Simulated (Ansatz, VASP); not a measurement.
# One calculation of GaAs, two programs

File INCAR:

```
SYSTEM = GaAs
PREC = Accurate ; ENCUT = 600
EDIFF = 1E-6 ; ISMEAR = 0
SIGMA = 0.1 ; LREAL = .False.
LASPH = .True. ; NELM = 80
ALGO = Normal ; ISIF = 3
LWAVE = .False. ; LCHARG = .False.
GGA = PE ; IBRION = 2
NSW = 90 ; EDIFFG = -0.04
```

The input KPOINTS:

```
Automatic mesh
0
Gamma
  6 6 4
  0 0 0
```

File POSCAR:

```
GaAs
1.0
    3.3363401468      0.0000000000      0.0000000000
    0.0000000000      3.3363401468      0.0000000000
    0.0000000000      0.0000000000      4.3729886924
Ga As
1 1
Direct
    0.5000000000      0.5000000000      0.5000000000
    0.0000000000      0.0000000000      0.0000000000
```

Input for Ansatz:

```yaml
crystal:
  lattice:
    - [3.3363401468, 0.0, 0.0]
    - [0.0, 3.3363401468, 0.0]
    - [0.0, 0.0, 4.3729886924]
  atoms:
    - { symbol: Ga, position: [0.5, 0.5, 0.5] }
    - { symbol: As, position: [0.0, 0.0, 0.0] }
basis:
  ecutwfc: 420
kpoints:
  mp_grid: { grid: [6, 6, 4] }
hamiltonian:
  xc: pbe
scf:
  occupations: { method: gaussian, width: 0.1 }
  lower_state_search: "off"
output:
  forces: true
  stress: true
  eigenvalues: true
relax:
  adjacent_minimum: "off"
  f_tol: 0.04
  max_steps: 70
  cell: { stress_tol: 0.4 }
```

Alike in both runs: task relaxation of cell and atoms; functional PBE; k mesh 6 × 6 × 4; occupations gaussian, width 0.1 eV; no spin polarisation.

|  | VASP | Ansatz |
| --- | --- | --- |
| version | VASP 6.6.1 | Ansatz 0.2.0 |
| potentials or method | VASP PAW PBE potentials, release 64 (Ga_d, As), cutoff 600 eV | scalar-relativistic, plane waves, PAW |
| valence electrons in the cell | 18 | 28 |

Ansatz gave:

```
gap on the k mesh at the Fermi level, each at its own relaxed structure (eV) : none
relaxed volume (Å³/atom)                                                     : 19.40
relaxed cell length with the largest relative difference (Å)                 : 3.182
```

Task: Which values does VASP return?

Result: gap on the k mesh at the Fermi level, each at its own relaxed structure (eV): none; relaxed volume (Å³/atom): 19.57; relaxed cell length with the largest relative difference (Å): 3.203.

A gap of «none» marks a metal or a gap that the smearing closes. VASP's potentials hold 18 valence electrons a cell and Ansatz's 28, so a difference there can come from the potentials and not from the codes.

Noted on VASP's run: the volume moved by over 15 % at a fixed basis, so the end points are rough.
